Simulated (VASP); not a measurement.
# Br (P6_3/mmc) in VASP: further runs, part 2 of 2

VASP 6.6.1. The steps go on from the part before.

## Step 4: Relaxation of cell and atoms, PBE

This run uses another cell than the first one, of 26.11 Å³/atom.

INCAR reads:

```
PREC = Accurate
ENCUT = 600
EDIFF = 1E-6
ISMEAR = -1
SIGMA = 0.02
LREAL = F
LASPH = T
NELM = 60
ALGO = Normal
ISIF = 3
LWAVE = F
LCHARG = F
GGA = PE
IBRION = 2
NSW = 60
EDIFFG = -0.03
```

KPOINTS reads:

```
regular mesh
0
Gamma
  8 8 4
```

POSCAR reads:

```
Br
1.0
    3.3300000000      0.0000000000      0.0000000000
   -1.6650000000      2.8838645946      0.0000000000
    0.0000000000      0.0000000000      5.4378900000
Br
2
Direct
    0.3333333333      0.6666666667      0.2500000000
    0.6666666667      0.3333333333      0.7500000000
```

Potentials or basis: VASP PAW PBE potentials, release 64 (Br).

The run is started by

```bash
> cat potpaw_PBE.64/Br/POTCAR > POTCAR
> mpirun -np 1 vasp_std > vasp.out
```

OUTCAR:

```text
PREC = Accurate
   ENCUT = 600
   EDIFF = 1E-6
   ISMEAR = -1
   LREAL = F
   LASPH = T
   NELM = 60
   ISIF = 3
   GGA = PE
   IBRION = 2
   NSW = 60
   EDIFFG = -0.03

 ion  position               nearest neighbor table
   1  0.333  0.667  0.250-
   2  0.667  0.333  0.750-

  LATTYP: Found a hexagonal cell.
 ALAT       =     3.3300000000
 C/A-ratio  =     1.6330000000

  Lattice vectors:

 A1 = (   3.3300000000,   0.0000000000,   0.0000000000)
 A2 = (  -1.6650000000,   2.8838645946,   0.0000000000)
 A3 = (   0.0000000000,   0.0000000000,   5.4378900000)

Analysis of symmetry for initial positions (statically):
=====================================================================
 Subroutine PRICEL returns:
 Original cell was already a primitive cell.

 Routine SETGRP: Setting up the symmetry group for a
 hexagonal supercell.

 Subroutine GETGRP returns: Found 24 space group operations
 (whereof 12 operations were pure point group operations)
 out of a pool of 24 trial point group operations.

The static configuration has the point symmetry D_3d.
 The point group associated with its full space group is D_6h.

Analysis of symmetry for dynamics (positions and initial velocities):
=====================================================================
 Subroutine PRICEL returns:
 Original cell was already a primitive cell.

 Routine SETGRP: Setting up the symmetry group for a
 hexagonal supercell.

 Subroutine GETGRP returns: Found 24 space group operations
 (whereof 12 operations were pure point group operations)
 out of a pool of 24 trial point group operations.

The dynamic configuration has the point symmetry D_3d.
 The point group associated with its full space group is D_6h.

 Subroutine INISYM returns: Found 24 space group operations
 (whereof 12 operations are pure point group operations),
 and found     1 'primitive' translations

----------------------------------------------------------------------------------------

                                     Primitive cell

  volume of cell :      52.2215

  direct lattice vectors                    reciprocal lattice vectors
     3.330000000  0.000000000  0.000000000     0.300300300  0.173378459  0.000000000
    -1.665000000  2.883864595  0.000000000     0.000000000  0.346756918  0.000000000
     0.000000000  0.000000000  5.437890000     0.000000000  0.000000000  0.183894856

  length of vectors
     3.330000000  3.330000000  5.437890000     0.346756918  0.346756918  0.183894856

  position of ions in fractional coordinates (direct lattice)
     0.333333333  0.666666667  0.250000000
     0.666666667  0.333333333  0.750000000

  ion indices of the primitive-cell ions
   primitive index   ion index
                 1           1
                 2           2

----------------------------------------------------------------------------------------

 KPOINTS: regular mesh

Automatic generation of k-mesh.
 Grid dimensions read from file:
 generate k-points for:    8    8    4
[... 56 lines left out ...]
   ISTART =      0    job   : 0-new  1-cont  2-samecut
   ICHARG =      2    charge: 1-file 2-atom 10-const
   ISPIN  =      1    spin polarized calculation?
   LNONCOLLINEAR =      F non collinear calculations
   LSORBIT =      F    spin-orbit coupling
   LASPH  =      T    aspherical Exc in radial PAW
   ENCUT  =  600.0 eV  44.10 Ry    6.64 a.u.   6.65  6.65 10.86*2*pi/ulx,y,z
   NELM   =     60;   NELMIN=  2; NELMDL= -5     # of ELM steps
   EDIFF  = 0.1E-05   stopping-criterion for ELM
   LREAL  =      F    real-space projection
   EDIFFG = -.3E-01   stopping-criterion for IOM
   NSW    =     60    number of steps for IOM
   IBRION =      2    ionic relax: 0-MD 1-quasi-New 2-CG
   NFREE  =      1    steps in history (QN), initial steepest desc. (CG)
   ISIF   =      3    stress and relaxation
   ISYM   =      2    0-nonsym 1-usesym 2-fastsym
   POTIM  = 0.5000    time-step for ionic-motion
   TEBEG  =    0.0;   TEEND  =   0.0 temperature during run
   PSTRESS=    0.0 pullay stress
   NELECT =      14.0000    total number of electrons
   NUPDOWN=      -1.0000    fix difference up-down
   EMIN   =  10.00;   EMAX   =-10.00  energy-range for DOS
   EFERMI =   0.00;   METHOD = LEGACY
   ISMEAR =    -1;   SIGMA  =   0.02  broadening in eV -4-tet -1-fermi 0-gaus
   EFERMI_NEDOS =   21; number of points for ismear=-14 and -15
   IALGO  =     38    algorithm
   IMIX   =      4    mixing-type and parameters
     AMIX     =   0.40;   BMIX     =  1.00
     AMIX_MAG =   1.60;   BMIX_MAG =  1.00
  volume/ion in A,a.u.               =      26.11       176.20
  Fermi-wavevector in a.u.,A,eV,Ry     =   1.055604  1.994802 15.160968  1.114300
  Thomas-Fermi vector in A             =   2.190808
   LORBIT       =      0    0 simple, 1 ext, 2 COOP (PROOUT), +10 PAW based schemes
   GGA     = PE    functional components
   LHFCALC =     F    Hartree Fock is set to
   AEXX    =    0.0000 exact exchange contribution
   IVDW    =     0    specifies the selected vdW correction
   LEPSILON=     F    determine dielectric tensor
   LRPA    =     F    only Hartree local field effects (RPA)
 conjugate gradient relaxation of ions
 non-spin polarized calculation
  energy-cutoff  :      600.00
  volume of cell :       52.22
 maximum number of plane-waves:      1764
 NGX is ok and might be reduce to    28
   NGX = 13   NGY = 13   NGZ = 21

--------------------------------------- Ionic step        1  -------------------------------------------

 number of electron      13.9999999 magnetization

 Free energy of the ion-electron system (eV)
  ---------------------------------------------------
  ext. energy  EPLUGINS =         0.00000000
  ---------------------------------------------------
  free energy    TOTEN  =        -1.88565190 eV

  energy without entropy =       -1.87643042  energy(sigma->0) =       -1.88104116

------------------------ aborting loop because EDIFF is reached ----------------------------------------

  FORCE on cell =-STRESS in cart. coord.  units (eV):
  Direction    XX          YY          ZZ          XY          YZ          ZX
  --------------------------------------------------------------------------------------
  -------------------------------------------------------------------------------------
  Total       -0.0192275     -0.0192275      0.7058568      0.0000000      0.0000000      0.0000000
  in kB       -0.5899059     -0.5899059     21.6559726      0.0000000      0.0000000      0.0000000
  external PRESSURE =       6.8253869 kB  Pullay stress =       0.0000000 kB
[... 89 lines left out ...]
  FREE ENERGIE OF THE ION-ELECTRON SYSTEM (eV)
  ---------------------------------------------------
  free  energy   TOTEN  =        -1.9146777054 eV

  energy  without entropy=       -1.9113134548  energy(sigma->0) =       -1.91299558

[... ionic steps 4 to 22 ...]

--------------------------------------- Ionic step       23  -------------------------------------------

 number of electron      14.0000004 magnetization

------------------------ aborting loop because EDIFF is reached ----------------------------------------
[... 31 lines left out ...]
--------------------------------------- Ionic step       24  -------------------------------------------

 number of electron      13.9999992 magnetization

 E-fermi :  -0.1819     XC(G=0):  -7.6616

 val. band max:       -0.2624021446   @ k =   0.5000   0.0000   0.0000
 cond. band min:      -0.0869105344   @ k =   0.3750   0.0000   0.0000
 fundamental gap:      0.1754916102
 Fermi energy:        -0.1818583130

 k-point     1 :       0.0000    0.0000    0.0000
  band No.  band energies     occupation
      1     -15.9527      2.00000
      2     -15.9118      2.00000
      3      -3.6848      2.00000
      4      -2.9288      2.00000
      5       1.4109      0.00000
      6       1.4109      0.00000
      7       1.4204      0.00000
      8       1.4204      0.00000
      9       4.8679      0.00000
     10       8.8615      0.00000
     11      10.4694      0.00000
[... 357 lines left out ...]
--------------------------------------- Ionic step       25  -------------------------------------------

 number of electron      13.9999985 magnetization

 Free energy of the ion-electron system (eV)
  ---------------------------------------------------
  ext. energy  EPLUGINS =         0.00000000
  ---------------------------------------------------
  free energy    TOTEN  =        -2.49116778 eV

  energy without entropy =       -2.49076964  energy(sigma->0) =       -2.49096871

 E-fermi :   0.0045     XC(G=0):  -7.7609

 val. band max:       -0.0765689262   @ k =   0.5000   0.0000   0.0000
 cond. band min:       0.1000844813   @ k =   0.3750   0.0000   0.0000
 fundamental gap:      0.1766534075
 Fermi energy:         0.0045488683

 k-point     1 :       0.0000    0.0000    0.0000
  band No.  band energies     occupation
      1     -15.8693      2.00000
      2     -15.8231      2.00000
      3      -3.6133      2.00000
      4      -2.7992      2.00000
      5       1.6383      0.00000
      6       1.6383      0.00000
      7       1.6490      0.00000
      8       1.6490      0.00000
      9       5.0164      0.00000
     10       9.1640      0.00000
     11      10.7537      0.00000
[... 351 lines left out ...]
  FREE ENERGIE OF THE ION-ELECTRON SYSTEM (eV)
  ---------------------------------------------------
  free  energy   TOTEN  =        -2.4911677750 eV

  energy  without entropy=       -2.4907696393  energy(sigma->0) =       -2.49096871

 reached required accuracy - stopping structural energy minimisation
```

OSZICAR:

```text
N       E                     dE             d eps       ncg     rms          rms(c)
DAV:   1     0.894181571943E+02    0.89418E+02   -0.67926E+03   660   0.122E+03
DAV:   2     0.253246982853E+01   -0.86886E+02   -0.84763E+02  1057   0.191E+02
DAV:   3    -0.184925393749E+01   -0.43817E+01   -0.42688E+01   828   0.505E+01
[... 226 lines left out ...]
DAV:   3    -0.249137776982E+01    0.84529E-02   -0.21422E-02   687   0.916E-01    0.300E-01
DAV:   4    -0.249137145927E+01    0.63106E-05   -0.67133E-04   711   0.201E-01    0.157E-01
DAV:   5    -0.249116350387E+01    0.20796E-03   -0.65331E-04   738   0.158E-01    0.227E-02
DAV:   6    -0.249116721402E+01   -0.37101E-05   -0.95846E-06   756   0.236E-02    0.420E-03
DAV:   7    -0.249116777503E+01   -0.56100E-06   -0.47385E-07   483   0.597E-03
  25 F= -.24911678E+01 E0= -.24909687E+01  d E =-.817174E-03
```

CONTCAR:

```text
Br
   1.00000000000000
     3.0013331282504661    0.0000000000000000   -0.0000000000000000
    -1.5006665641252330    2.5992307342831653    0.0000000000000000
     0.0000000000000000    0.0000000000000000    8.7221923573430633
  Br
     2
Direct
     0.3333333332999970    0.6666666667000030    0.2500000000000000
     0.6666666667000030    0.3333333332999970    0.7500000000000000

  0.00000000E+00  0.00000000E+00  0.00000000E+00
  0.00000000E+00  0.00000000E+00  0.00000000E+00
```

Wall time 15 min (1 thread of Intel Xeon 8259CL, shared host); peak memory 0.2 GiB.

Results:

- Free energy: -2.4912 eV
- Relaxed volume: 34.02 Å³/atom
- Relaxed cell: a = 3.001 Å, b = 3.001 Å, c = 8.722 Å, α = 90.00°, β = 90.00°, γ = 120.00°
- Space group after relaxing (to 0.1 Å): P6_3/mmc (No. 194)
- Energy gained by relaxing: 302.8 meV/atom
- Ionic steps: 25
- Pressure after relaxing: 0.1 GPa
- Band gap on the k mesh: zero (bands 7 and 8 overlap by 2.87 eV)

Step by step:
| step | energy change (eV) | largest force (eV/Å) | pressure (GPa) | volume (Å³) |
| --- | --- | --- | --- | --- |
| 1 | 0.0000 | 0.0000 | 0.68 | 52.22 |
| 2 | -0.0141 | 0.0000 | 0.13 | 53.06 |
| 3 | -0.0290 | 0.0000 | -0.44 | 54.16 |
| 4 | -0.0486 | 0.0000 | -1.39 | 56.34 |
| 5 | -0.1122 | 0.0000 | -2.60 | 60.67 |
| 6 | -0.2652 | 0.0000 | -3.76 | 69.20 |
| 7 | -0.3479 | 0.0000 | -3.38 | 85.73 |
| 8 | -0.3513 | 0.0000 | -3.36 | 86.04 |
| 9 | -0.3608 | 0.0000 | -3.31 | 86.97 |
| 10 | -0.3757 | 0.0000 | -3.23 | 88.78 |
| 11 | -0.3833 | 0.0000 | -3.16 | 92.25 |
| 12 | -0.3840 | 0.0000 | -3.18 | 90.69 |
| 13 | -0.3971 | 0.0000 | -3.13 | 90.03 |
| 14 | -0.4345 | 0.0000 | -2.94 | 88.09 |
| 15 | -0.5000 | 0.0000 | -2.47 | 84.28 |
| 16 | -0.5838 | 0.0000 | -1.03 | 76.99 |
| 17 | -0.4506 | 0.0000 | 5.25 | 63.69 |
| 18 | -0.5946 | 0.0000 | -0.25 | 74.34 |
| 19 | -0.5952 | 0.0000 | -0.01 | 73.62 |
| 20 | -0.5959 | 0.0000 | -0.02 | 73.47 |
| 21 | -0.5980 | 0.0000 | -0.05 | 72.99 |
| 22 | -0.6013 | 0.0000 | -0.11 | 72.04 |
| 23 | -0.6045 | 0.0000 | -0.25 | 70.12 |
| 24 | -0.6047 | 0.0000 | -0.29 | 69.57 |
| 25 | -0.6055 | 0.0000 | 0.09 | 68.04 |

Final structure:
```
Br
1.0
     3.00133    0.00000    0.00000
    -1.50067    2.59923    0.00000
     0.00000    0.00000    8.72219
Br
2
Direct
  0.33333 0.66667 0.25000
  0.66667 0.33333 0.75000
```

Caveat: the volume moved by over 15 % at a fixed basis, so the end points are rough; this functional lacks dispersion, which binds layers or chains, so the pressure and a relaxed spacing across them are unreliable.

## Step 5: Relaxation of cell and atoms, PBE

This run uses another cell than the first one, of 36.30 Å³/atom.

INCAR reads:

```
PREC     = Accurate       # precision mode
ENCUT    = 600            # plane-wave cutoff, eV
EDIFF    = 1E-6           # SCF threshold, eV
ISMEAR   = -1             # smearing method
SIGMA    = 0.02           # smearing width, eV
LREAL    = F              # projectors in reciprocal space
LASPH    = T              # aspherical terms in the spheres
NELM     = 80             # most SCF steps
ALGO     = Normal         # electronic algorithm
ISIF     = 3              # what is computed and relaxed
LWAVE    = F              # write WAVECAR
LCHARG   = F              # write CHGCAR
GGA      = PE             # functional
IBRION   = 2              # ionic algorithm
NSW      = 60             # ionic steps
EDIFFG   = -0.03          # ionic threshold
```

KPOINTS reads:

```
regular mesh
0
Gamma
  9 9 3
```

POSCAR reads:

```
Br
1.0
    3.0049188239      0.0000000000      0.0000000000
   -1.5024594120      2.6023360378      0.0000000000
    0.0000000000      0.0000000000      9.2840569951
Br
2
Direct
    0.3333333333      0.6666666667      0.2500000000
    0.6666666667      0.3333333333      0.7500000000
```

The run is started by

```bash
> cat potpaw_PBE.64/Br/POTCAR > POTCAR
> mpirun -np 1 vasp_std > vasp.out
```

Wall time 86 s (1 thread of Intel Xeon 8259CL, shared host); peak memory 0.21 GiB.

It converged, with:

| Item | Value |
| --- | --- |
| Free energy | -2.4568 eV |
| Relaxed volume | 36.68 Å³/atom |
| Relaxed cell | a = 3.021 Å, b = 3.021 Å, c = 9.282 Å, α = 90.00°, β = 90.00°, γ = 120.00° |
| Space group after relaxing (to 0.1 Å) | P6_3/mmc (No. 194) |
| Energy gained by relaxing | 0.5 meV/atom |
| Ionic steps | 2 |
| Pressure after relaxing | -0.1 GPa |
| Band gap on the k mesh | zero (bands 7 and 8 overlap by 2.94 eV) |

The path:
```csv
step,energy change (eV),largest force (eV/Å),pressure (GPa),volume (Å³)
1,0.0000,0.0000,0.31,72.60
2,-0.0010,0.0000,-0.06,73.35
```

Final structure:
```
Br
1.0
     3.02072    0.00000    0.00000
    -1.51036    2.61602    0.00000
     0.00000    0.00000    9.28214
Br
2
Direct
  0.33333 0.66667 0.25000
  0.66667 0.33333 0.75000
```

Levels at points of the mesh, in eV from the Fermi level:
| k point | band 4 | band 5 | band 6 | band 7 | band 8 | band 9 | band 10 | band 11 |
| --- | --- | --- | --- | --- | --- | --- | --- | --- |
| (0.00, 0.00, 0.00) | -2.75 | 1.66 | 1.66 | 1.67 | 1.67 | 5.05 | 8.55 | 10.54 |

Caveat: this functional lacks dispersion, which binds layers or chains, so the pressure and a relaxed spacing across them are unreliable.

## Step 6: Overview

```tsv
task	cell	k mesh	cutoff (eV)	gap on the mesh (eV)	pressure (GPa)	relaxed volume (Å³/atom)
single point	a = 3.018, b = 3.018, c = 9.283 Å, angles 90.0, 90.0, 120.0°, 2 atoms	9 × 9 × 3	520	none	0.0	-
single point	a = 3.005, b = 3.005, c = 9.284 Å, angles 90.0, 90.0, 120.0°, 2 atoms	8 × 8 × 4	520	none	0.0	-
relaxation of cell and atoms	relaxed from a = 3.330, b = 3.330, c = 5.438 Å, angles 90.0, 90.0, 120.0°, 2 atoms	8 × 8 × 4	600	none	0.1	34.02
relaxation of cell and atoms	relaxed from a = 3.005, b = 3.005, c = 9.284 Å, angles 90.0, 90.0, 120.0°, 2 atoms	9 × 9 × 3	600	none	-0.1	36.68
```

Alike in all rows: level PBE; potentials or basis VASP PAW PBE potentials, release 64 (Br); no spin polarisation; smearing fermi-dirac 0.02 eV.

Caveats: this functional lacks dispersion, which binds layers or chains, so the pressure and a relaxed spacing across them are unreliable; the volume moved by over 15 % at a fixed basis, so the end points are rough (at least some runs).

Absolute energies hang on the potentials; compare differences alone.

The gap in the log of VASP goes by the Fermi energy; the results here count the filled bands.